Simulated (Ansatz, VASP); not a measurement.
# Pt: VASP beside Ansatz

```
CELL_PARAMETERS angstrom
0.00000 1.84909 2.15788
1.84909 0.00000 2.15788
1.84909 1.84909 0.00000
ATOMIC_POSITIONS crystal
Pt 0.00000 0.00000 0.00000
```

Alike in both runs: task single point; functional LDA; k mesh 22 × 22 × 22; occupations gaussian, width 0.15 eV; no spin polarisation.

|  | VASP | Ansatz |
| --- | --- | --- |
| version | VASP 6.6.1 | Ansatz 0.2.0 |
| potentials or method | VASP PAW LDA potentials, release 64 (Pt), cutoff 520 eV | scalar-relativistic, plane waves, PAW |
| valence electrons in the cell | 10 | 18 |

|  | VASP | Ansatz | Ansatz less VASP |
| --- | --- | --- | --- |
| gap on the k mesh at the Fermi level (eV) | none | none | - |
| pressure (GPa) | 4.8 | 3.9 | -0.82 |
| traceless stress, the component that is largest in VASP (GPa) | -16.42 | -16.39 | +0.027 |

Ansatz warns that its potentials were made for another functional, while VASP's fit it. LDA's correlation is that of Perdew and Zunger in VASP and of Perdew and Wang (1992) in Ansatz. A gap of «none» marks a metal or a gap that the smearing closes. VASP's potentials hold 10 valence electrons a cell and Ansatz's 18, so a difference there can come from the potentials and not from the codes.

Neither program's run includes spin-orbit coupling.
